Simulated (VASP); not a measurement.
# Fe (Im-3m) in VASP: further runs

Runs on Fe. Level: PBEsol. Tasks: single point.

All numbers are computed with VASP 6.6.1; they aren't measurements. Logs are shortened: lines on timing, memory, paths and dates and some standing lists are left out, and cuts for length are marked.

### 1 The cell of the first run

Symmetry: Im-3m, No. 229, cubic system. The conventional cell has a = 2.886 Å, b = 2.886 Å, c = 2.886 Å, α = 90.00°, β = 90.00°, γ = 90.00°. Within 3.3 Å of Fe (site symmetry m-3m) lie 14 Fe at 2.50 to 2.89 Å.

### 2 Single point, PBEsol

INCAR

```
SYSTEM = Fe
PREC = Accurate
ENCUT = 520
EDIFF = 1E-6
ISMEAR = -1
SIGMA = 0.05
LREAL = .False.
LASPH = .True.
NELM = 80
ALGO = Fast
ISIF = 2
LWAVE = .False.
LCHARG = .False.
GGA = PS
NBANDS = 10
```

KPOINTS

```
Automatic mesh
0
Gamma
  13 13 13
  0 0 0
```

POSCAR

```
Fe
1.0
   -1.4430000000      1.4430000000      1.4430000000
    1.4430000000     -1.4430000000      1.4430000000
    1.4430000000      1.4430000000     -1.4430000000
Fe
1
Direct
    0.0000000000      0.0000000000      0.0000000000
```

Potentials or basis: VASP PAW PBE potentials, release 64 (Fe).

The run is started by

```sh
cat potpaw_PBE.64/Fe/POTCAR > POTCAR
mpirun -np 1 vasp_std > vasp.out
```

OUTCAR:

```text
SYSTEM = Fe
   PREC = Accurate
   ENCUT = 520
   EDIFF = 1E-6
   ISMEAR = -1
   LREAL = .False.
   LASPH = .True.
   NELM = 80
   ISIF = 2
   GGA = PS

 ion  position               nearest neighbor table
   1  0.000  0.000  0.000-

  LATTYP: Found a body centered cubic cell.
 ALAT       =     2.8860000000

  Lattice vectors:

 A1 = (  -1.4430000000,   1.4430000000,   1.4430000000)
 A2 = (   1.4430000000,  -1.4430000000,   1.4430000000)
 A3 = (   1.4430000000,   1.4430000000,  -1.4430000000)

Analysis of symmetry for initial positions (statically):
=====================================================================
 Subroutine PRICEL returns:
 Original cell was already a primitive cell.

 Routine SETGRP: Setting up the symmetry group for a
 body centered cubic supercell.

 Subroutine GETGRP returns: Found 48 space group operations
 (whereof 48 operations were pure point group operations)
 out of a pool of 48 trial point group operations.

The static configuration has the point symmetry O_h .

Analysis of symmetry for dynamics (positions and initial velocities):
=====================================================================
 Subroutine PRICEL returns:
 Original cell was already a primitive cell.

 Routine SETGRP: Setting up the symmetry group for a
 body centered cubic supercell.

 Subroutine GETGRP returns: Found 48 space group operations
 (whereof 48 operations were pure point group operations)
 out of a pool of 48 trial point group operations.

The dynamic configuration has the point symmetry O_h .

 Subroutine INISYM returns: Found 48 space group operations
 (whereof 48 operations are pure point group operations),
 and found     1 'primitive' translations

----------------------------------------------------------------------------------------

                                     Primitive cell

  volume of cell :      12.0187

  direct lattice vectors                    reciprocal lattice vectors
    -1.443000000  1.443000000  1.443000000     0.000000000  0.346500347  0.346500347
     1.443000000 -1.443000000  1.443000000     0.346500347  0.000000000  0.346500347
     1.443000000  1.443000000 -1.443000000     0.346500347  0.346500347  0.000000000

  length of vectors
     2.499349315  2.499349315  2.499349315     0.490025489  0.490025489  0.490025489

[... 75 lines left out ...]
   LASPH  =      T    aspherical Exc in radial PAW
   ENCUT  =  520.0 eV  38.22 Ry    6.18 a.u.   4.65  4.65  4.65*2*pi/ulx,y,z
   NELM   =     80;   NELMIN=  2; NELMDL= -5     # of ELM steps
   EDIFF  = 0.1E-05   stopping-criterion for ELM
   LREAL  =      F    real-space projection
   EDIFFG = 0.1E-04   stopping-criterion for IOM
   NSW    =      0    number of steps for IOM
   IBRION =     -1    ionic relax: 0-MD 1-quasi-New 2-CG
   NFREE  =      0    steps in history (QN), initial steepest desc. (CG)
   ISIF   =      2    stress and relaxation
   ISYM   =      2    0-nonsym 1-usesym 2-fastsym
   POTIM  = 0.5000    time-step for ionic-motion
   TEBEG  =    0.0;   TEEND  =   0.0 temperature during run
   PSTRESS=    0.0 pullay stress
   NELECT =       8.0000    total number of electrons
   NUPDOWN=      -1.0000    fix difference up-down
   EMIN   =  10.00;   EMAX   =-10.00  energy-range for DOS
   EFERMI =   0.00;   METHOD = LEGACY
   ISMEAR =    -1;   SIGMA  =   0.05  broadening in eV -4-tet -1-fermi 0-gaus
   EFERMI_NEDOS =   21; number of points for ismear=-14 and -15
   IALGO  =     68    algorithm
   IMIX   =      4    mixing-type and parameters
     AMIX     =   0.40;   BMIX     =  1.00
     AMIX_MAG =   1.60;   BMIX_MAG =  1.00
  volume/ion in A,a.u.               =      12.02        81.11
  Fermi-wavevector in a.u.,A,eV,Ry     =   1.429394  2.701162 27.798962  2.043166
  Thomas-Fermi vector in A             =   2.549352
   LORBIT       =      0    0 simple, 1 ext, 2 COOP (PROOUT), +10 PAW based schemes
   GGA     = PS    functional components
   LHFCALC =     F    Hartree Fock is set to
   AEXX    =    0.0000 exact exchange contribution
   IVDW    =     0    specifies the selected vdW correction
   LEPSILON=     F    determine dielectric tensor
   LRPA    =     F    only Hartree local field effects (RPA)
 non-spin polarized calculation
 RMM-DIIS sequential band-by-band and
  energy-cutoff  :      520.00
  volume of cell :       12.02
 maximum number of plane-waves:       336
   NGX =  9   NGY =  9   NGZ =  9

 number of electron       7.9999995 magnetization

 Free energy of the ion-electron system (eV)
  ---------------------------------------------------
  ext. energy  EPLUGINS =         0.00000000
  ---------------------------------------------------
  free energy    TOTEN  =        -8.28295917 eV

  energy without entropy =       -8.24815803  energy(sigma->0) =       -8.26555860

 E-fermi :   5.1502     XC(G=0): -13.0048

 val. band max:        5.1483435940   @ k =   0.3077   0.1538   0.0769
 cond. band min:       5.1575540735   @ k =  -0.3077   0.3077   0.2308
 fundamental gap:      0.0092104795
 Fermi energy:         5.1502459959

 k-point     1 :       0.0000    0.0000    0.0000
  band No.  band energies     occupation
      1      -2.9837      2.00000
      2       3.6804      2.00000
      3       3.6804      2.00000
      4       3.6804      2.00000
      5       5.1122      1.36352
      6       5.1122      1.36352
      7      29.4326      0.00000
      8      29.4326      0.00000
      9      29.4326      0.00000
     10      34.3164      0.00000
[... 287 lines left out ...]
 k-point    24 :       0.2308    0.0769    0.0769
  band No.  band energies     occupation
      1       0.4666      2.00000
      2       2.8567      2.00000
      3       3.1548      2.00000
      4       5.0110      1.88365
      5       5.2144      0.43404
      6       5.9411      0.00000
      7      18.1967      0.00000
      8      22.1085      0.00000
      9      23.8382      0.00000
     10      31.1056      0.00000

 [... further k-points ...]
[... 5 lines left out ...]
  --------------------------------------------------------------------------------------
  -------------------------------------------------------------------------------------
  Total       -2.6299720     -2.6299720     -2.6299720     -0.0000000      0.0000000      0.0000000
  in kB     -350.5925859   -350.5925859   -350.5925859     -0.0000000      0.0000000      0.0000000
  external PRESSURE =    -350.5925859 kB  Pullay stress =       0.0000000 kB

 VOLUME and BASIS-vectors are now :
 -----------------------------------------------------------------------------
  energy-cutoff  :      520.00
  volume of cell :       12.02
      direct lattice vectors                 reciprocal lattice vectors
    -1.443000000  1.443000000  1.443000000     0.000000000  0.346500347  0.346500347
     1.443000000 -1.443000000  1.443000000     0.346500347  0.000000000  0.346500347
     1.443000000  1.443000000 -1.443000000     0.346500347  0.346500347  0.000000000

 POSITION                                       TOTAL-FORCE (eV/Angst)
 -----------------------------------------------------------------------------------
      0.00000      0.00000      0.00000         0.000000     -0.000000     -0.000000
 -----------------------------------------------------------------------------------
    total drift:                               -0.000000     -0.000000      0.000000

  FREE ENERGIE OF THE ION-ELECTRON SYSTEM (eV)
  ---------------------------------------------------
  free  energy   TOTEN  =        -8.2829591691 eV

  energy  without entropy=       -8.2481580320  energy(sigma->0) =       -8.26555860
```

Run time: 6.4 s. Hardware: 1 thread of AMD EPYC 9R45 (Zen 5), shared host; peak memory 0.1 GiB.

Results:

| Item | Value |
| --- | --- |
| Free energy | -8.2830 eV |
| Pressure | -35.1 GPa |
| Band gap on the k mesh | zero (band 4 reaches 5.92 eV, above the bottom of band 5 at 4.28 eV) |

Caveat: the PAW data sets were made with another functional, which shifts forces and pressure a little; the run has no spin polarisation, though such a crystal can be magnetic. Spin polarisation is off, so any magnetic state and its effect on volume and gap are missing.

### 3 Single point, PBEsol, collinear spin, zero start

INCAR

```
ALGO = Normal
EDIFF = 1E-6
ENCUT = 520
GGA = PS
ISIF = 2
ISMEAR = -1
ISPIN = 2
LASPH = True
LCHARG = False
LMAXMIX = 4
LORBIT = 11
LREAL = False
LWAVE = False
MAGMOM = 0
NBANDS = 14
NELM = 150
NUPDOWN = 0.0
PREC = Accurate
SIGMA = 0.05
```

KPOINTS

```
k-points
0
Gamma
  11 11 11
```

POSCAR is that of step 2.

Potentials or basis: VASP PAW PBE potentials, release 64 (Fe).

The run is started by

```sh
cat potpaw_PBE.64/Fe/POTCAR > POTCAR
mpirun -np 1 vasp_std > vasp.out
```

It took 9.8 s on 1 thread of AMD EPYC 9R45 (Zen 5), shared host; peak memory 0.1 GiB.

It converged, with:

```yaml
Free_energy: -8.2865 eV
Pressure: -34.9 GPa
Net_moment: 0.00 μB per cell
Valence_electrons_inside_the_program's_atomic_spheres: Fe 7.15
```

Caveat: the PAW data sets were made with another functional, which shifts forces and pressure a little; the total moment is fixed, so each spin has its own Fermi level.

### 4 Single point, PBEsol, collinear spin, ferromagnetic start

INCAR

```
PREC = Accurate ; ENCUT = 520
EDIFF = 1E-6 ; ISMEAR = -1
SIGMA = 0.05 ; LREAL = False
LASPH = True ; NELM = 150
ALGO = Normal ; ISIF = 2
LWAVE = False ; LCHARG = False
ISPIN = 2 ; MAGMOM = 0.8
LORBIT = 11 ; NUPDOWN = 0.8
LMAXMIX = 4 ; GGA = PS
NBANDS = 14
```

KPOINTS

```
Automatic mesh
0
Gamma
  11 11 11
```

POSCAR is that of step 3.

The run is started by

```sh
cat potpaw_PBE.64/Fe/POTCAR > POTCAR
mpirun -np 1 vasp_std > vasp.out
```

Run time: 10 s. Hardware: 1 thread of AMD EPYC 9R45 (Zen 5), shared host; peak memory 0.11 GiB.

The run converged. Its results:

- Free energy: -8.4239 eV
- Pressure: -32.4 GPa
- Net moment: 0.80 μB per cell
- Site moments: Fe +0.82 μB
- Valence electrons inside the program's atomic spheres: Fe 7.16

Caveat: the PAW data sets were made with another functional, which shifts forces and pressure a little; the total moment is fixed, so each spin has its own Fermi level.

### 5 Summary

| spin | fixed moment (μB) | k mesh | pressure (GPa) | moment (μB) |
| --- | --- | --- | --- | --- |
| off | - | 13 × 13 × 13 | -35.1 | - |
| collinear, zero start | 0.0 | 11 × 11 × 11 | -34.9 | 0.00 |
| collinear, ferromagnetic start | 0.8 | 11 × 11 × 11 | -32.4 | 0.80 |

Alike in all rows: task single point; level PBEsol; potentials or basis VASP PAW PBE potentials, release 64 (Fe); cell as given; cutoff (eV) 520; smearing fermi-dirac 0.05 eV.

Caveats: the PAW data sets were made with another functional, which shifts forces and pressure a little; the total moment is fixed, so each spin has its own Fermi level (some runs).

Total energies depend on the potentials used, so only differences within one code and one set of settings carry meaning.
